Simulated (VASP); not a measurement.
# Si (P6_3/mmc) in VASP: further runs, part 2 of 2

VASP 6.6.1. Earlier steps stand in the parts before.

### 3 Single point, PBE

This run uses another cell than the first one, of 20.43 Å³/atom.

Contents of INCAR:

```
SYSTEM = Si
  ALGO = Normal
  EDIFF = 1E-7
  ENCUT = 520
  GGA = PE
  ISIF = 2
  ISMEAR = 0
  LASPH = .TRUE.
  LCHARG = .FALSE.
  LREAL = .FALSE.
  LWAVE = .FALSE.
  NBANDS = 36
  NELM = 60
  PREC = Accurate
  SIGMA = 0.1
```

Contents of KPOINTS:

```
k-points
0
G
  6 6 1
  0 0 0
```

Contents of POSCAR:

```
Si
1.0
    3.8635069927     -0.0000000031      0.0000000000
   -1.9317534937      3.3458952049      0.0000000000
    0.0000000000      0.0000000000     18.9635969846
Si
12
Direct
    0.0000000000      0.0000000000      0.8129035906
    0.0000000000      0.0000000000      0.3129035906
    0.3333333333      0.6666666667      0.9792453817
    0.6666666667      0.3333333333      0.4792453817
    0.3333333333      0.6666666667      0.6453777146
    0.6666666667      0.3333333333      0.1453777146
    0.0000000000      0.0000000000      0.6870964094
    0.0000000000      0.0000000000      0.1870964094
    0.3333333333      0.6666666667      0.8546222854
    0.6666666667      0.3333333333      0.3546222854
    0.3333333333      0.6666666667      0.5207546183
    0.6666666667      0.3333333333      0.0207546183
```

Potentials or basis: VASP PAW PBE potentials, release 64 (Si).

Started as:

```bash
$ cat potpaw_PBE.64/Si/POTCAR > POTCAR
$ mpirun -np 1 vasp_std > vasp.out
```

OUTCAR:

```text
SYSTEM = Si
   EDIFF = 1E-7
   ENCUT = 520
   GGA = PE
   ISIF = 2
   ISMEAR = 0
   LASPH = .TRUE.
   LREAL = .FALSE.
   NELM = 60
   PREC = Accurate

 ion  position               nearest neighbor table
   1  0.000  0.000  0.813-   9 2.37   9 2.37   9 2.37   7 2.39
   2  0.000  0.000  0.313-  10 2.37  10 2.37  10 2.37   8 2.39
   3  0.333  0.667  0.979-   9 2.36  12 2.37  12 2.37  12 2.37
   4  0.667  0.333  0.479-  10 2.36  11 2.37  11 2.37  11 2.37
   5  0.333  0.667  0.645-  11 2.36   7 2.37   7 2.37   7 2.37
   6  0.667  0.333  0.145-  12 2.36   8 2.37   8 2.37   8 2.37
   7  0.000  0.000  0.687-   5 2.37   5 2.37   5 2.37   1 2.39
   8  0.000  0.000  0.187-   6 2.37   6 2.37   6 2.37   2 2.39
   9  0.333  0.667  0.855-   3 2.36   1 2.37   1 2.37   1 2.37
  10  0.667  0.333  0.355-   4 2.36   2 2.37   2 2.37   2 2.37
  11  0.333  0.667  0.521-   5 2.36   4 2.37   4 2.37   4 2.37
  12  0.667  0.333  0.021-   6 2.36   3 2.37   3 2.37   3 2.37

  LATTYP: Found a hexagonal cell.
 ALAT       =     3.8635069927
 C/A-ratio  =     4.9083894556

  Lattice vectors:

 A1 = (   3.8635069927,  -0.0000000031,   0.0000000000)
 A2 = (  -1.9317534937,   3.3458952049,   0.0000000000)
 A3 = (   0.0000000000,   0.0000000000,  18.9635969846)

Analysis of symmetry for initial positions (statically):
=====================================================================
 Subroutine PRICEL returns:
 Original cell was already a primitive cell.

 Routine SETGRP: Setting up the symmetry group for a
 hexagonal supercell.

 Subroutine GETGRP returns: Found 24 space group operations
 (whereof 12 operations were pure point group operations)
 out of a pool of 24 trial point group operations.

The static configuration has the point symmetry D_3d.
 The point group associated with its full space group is D_6h.

[... 142 lines left out ...]
   AEXX    =    0.0000 exact exchange contribution
   IVDW    =     0    specifies the selected vdW correction
   LEPSILON=     F    determine dielectric tensor
   LRPA    =     F    only Hartree local field effects (RPA)
 non-spin polarized calculation
 Gauss-broadening in eV      SIGMA  =   0.10
  energy-cutoff  :      520.00
  volume of cell :      245.14
 maximum number of plane-waves:      6633
 NGX is ok and might be reduce to    30
   NGX = 15   NGY = 15   NGZ = 71

 number of electron      48.0000002 magnetization

 Free energy of the ion-electron system (eV)
  ---------------------------------------------------
  ext. energy  EPLUGINS =         0.00000000
  ---------------------------------------------------
  free energy    TOTEN  =       -64.98988637 eV

  energy without entropy =      -64.98988571  energy(sigma->0) =      -64.98988604

 E-fermi :   6.0009     XC(G=0):  -9.3270

 val. band max:        5.6980374691   @ k =   0.0000   0.0000   0.0000
 cond. band min:       6.3100546442   @ k =   0.5000   0.0000   0.0000
 fundamental gap:      0.6120171751
 Fermi energy:         6.0008759168

 k-point     1 :       0.0000    0.0000    0.0000
  band No.  band energies     occupation
      1      -6.1993      2.00000
      2      -5.8530      2.00000
      3      -5.8355      2.00000
      4      -4.8517      2.00000
      5      -4.8446      2.00000
      6      -3.9200      2.00000
[... 262 lines left out ...]
     35      11.3744      0.00000
     36      11.4106      0.00000

------------------------ aborting loop because EDIFF is reached ----------------------------------------

  FORCE on cell =-STRESS in cart. coord.  units (eV):
  Direction    XX          YY          ZZ          XY          YZ          ZX
  --------------------------------------------------------------------------------------
  -------------------------------------------------------------------------------------
  Total        0.0309168      0.0309168     -0.0174547     -0.0000000      0.0000000      0.0000000
  in kB        0.2020646      0.2020646     -0.1140795     -0.0000000      0.0000000      0.0000000
  external PRESSURE =       0.0966832 kB  Pullay stress =       0.0000000 kB

 VOLUME and BASIS-vectors are now :
 -----------------------------------------------------------------------------
  energy-cutoff  :      520.00
  volume of cell :      245.14
      direct lattice vectors                 reciprocal lattice vectors
     3.863506993 -0.000000003  0.000000000     0.258832196  0.149436838  0.000000000
    -1.931753494  3.345895205  0.000000000     0.000000000  0.298873676  0.000000000
     0.000000000  0.000000000 18.963596985     0.000000000  0.000000000  0.052732612

 POSITION                                       TOTAL-FORCE (eV/Angst)
 -----------------------------------------------------------------------------------
      0.00000      0.00000     15.41558         0.000000     -0.000000      0.001733
      0.00000      0.00000      5.93378        -0.000000      0.000000      0.001733
      0.00000      2.23060     18.57001        -0.000000     -0.000000      0.003310
      1.93175      1.11530      9.08822         0.000000     -0.000000      0.003310
      0.00000      2.23060     12.23868         0.000000      0.000000      0.007894
      1.93175      1.11530      2.75688        -0.000000      0.000000      0.007894
      0.00000      0.00000     13.02982         0.000000     -0.000000     -0.001733
      0.00000      0.00000      3.54802        -0.000000      0.000000     -0.001733
      0.00000      2.23060     16.20671         0.000000     -0.000000     -0.007894
      1.93175      1.11530      6.72491         0.000000      0.000000     -0.007894
      0.00000      2.23060      9.87538        -0.000000      0.000000     -0.003310
      1.93175      1.11530      0.39358        -0.000000      0.000000     -0.003310
 -----------------------------------------------------------------------------------
    total drift:                               -0.000000     -0.000000     -0.000000

  FREE ENERGIE OF THE ION-ELECTRON SYSTEM (eV)
  ---------------------------------------------------
  free  energy   TOTEN  =       -64.9898863698 eV

  energy  without entropy=      -64.9898857107  energy(sigma->0) =      -64.98988604
```

Run time: 2.5 min. Hardware: 1 thread of Intel Xeon 8259CL, shared host; peak memory 0.35 GiB.

Results:

- Free energy: -64.9899 eV
- Pressure: 0.0 GPa
- Largest force: 0.008 eV/Å
- Band gap on the k mesh: 0.61 eV (least direct gap 1.28 eV)

Forces in eV/Å, atoms in the order of the input:
```
Si   0.000  0.000  0.002
Si   0.000  0.000  0.002
Si   0.000  0.000  0.003
Si   0.000  0.000  0.003
Si   0.000  0.000  0.008
Si   0.000  0.000  0.008
Si   0.000  0.000 -0.002
Si   0.000  0.000 -0.002
Si   0.000  0.000 -0.008
Si   0.000  0.000 -0.008
Si   0.000  0.000 -0.003
Si   0.000  0.000 -0.003
```

Caveat: semilocal functionals underestimate gaps, and a narrow one can read as zero.
